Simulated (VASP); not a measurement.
A run of VASP 6.6.1 is set up as follows.

File INCAR:

```
PREC = Accurate ; ENCUT = 520
EDIFF = 1E-7 ; ISMEAR = 0
SIGMA = 0.1 ; LREAL = Auto
LASPH = True ; NELM = 60
ALGO = Fast ; ISIF = 2
LWAVE = False ; LCHARG = True
LDIPOL = True ; IDIPOL = 3
DIPOL = 0.5 0.5 0.393 ; GGA = PE
IVDW = 12 ; LELF = True
LVHAR = True ; LVACPOTAV = True
NBANDS = 156
```

The input KPOINTS:

```
Automatic mesh
0
Gamma
  3 3 1
```

File POSCAR:

```
Mo
1.0
    6.2604336858      0.0000000000      0.0000000000
    0.0000000000      6.2604336858      0.0000000000
    0.0000000000      0.0000000000     28.2857336858
Mo
20
Direct
    0.2500000000      0.7500000000      0.2828280889
    0.2500000000      0.2500000000      0.2828280889
    0.7500000000      0.7500000000      0.2828280889
    0.7500000000      0.2500000000      0.2828280889
    0.5000000000      0.5000000000      0.3381601668
    0.5000000000      0.0000000000      0.3381601668
    0.0000000000      0.5000000000      0.3381601668
    0.0000000000      0.0000000000      0.3381601668
    0.7503569656      0.2488127863      0.3932387619
    0.7492623200      0.7506147368      0.3931734674
    0.2495960064      0.2500345773      0.3928966388
    0.2505345833      0.7502561593      0.3928574472
    0.0005672534     -0.0042756110      0.4500077714
   -0.0027803545      0.5038581061      0.4494527439
    0.4976162550      0.0020488607      0.4499220890
    0.5022495662      0.4981170893      0.4495501611
    0.2739745680      0.7262572053      0.4998623510
    0.2230571508      0.2718505203      0.4999008214
    0.7247476621      0.7733007541      0.5039182103
    0.7739609186      0.2301616093      0.5021117944
```

Potentials or basis: VASP PAW PBE potentials, release 64 (Mo_sv).

The run is started by

```sh
$ cat potpaw_PBE.64/Mo_sv/POTCAR > POTCAR
$ mpirun -np 1 vasp_std > vasp.out
```

Task: Estimate the largest force.

Result: 1.057 eV/Å.

Task: Estimate the dispersion energy per atom.

Result: -0.505 eV.

Task: Estimate the band gap on the k mesh.

Result: Zero (bands 140 and 141 overlap by 0.23 eV).

Forces on the atoms (eV/Å):
```
Mo  -0.032  0.017  0.985
Mo   0.028 -0.027  0.997
Mo   0.044 -0.028  1.010
Mo  -0.034  0.032  0.994
Mo   0.056 -0.037 -1.050
Mo  -0.025  0.025 -1.027
Mo  -0.054  0.032 -1.056
Mo   0.024 -0.034 -1.022
Mo   0.017  0.013  0.081
Mo  -0.028  0.021  0.101
Mo  -0.042  0.031  0.038
Mo  -0.016 -0.040  0.045
Mo  -0.052  0.107  0.156
Mo  -0.204 -0.060  0.153
Mo   0.140  0.007  0.205
Mo   0.222 -0.111  0.171
Mo   0.062 -0.007  0.281
Mo  -0.063  0.045  0.117
Mo  -0.217  0.194 -0.816
Mo   0.173 -0.180 -0.364
```
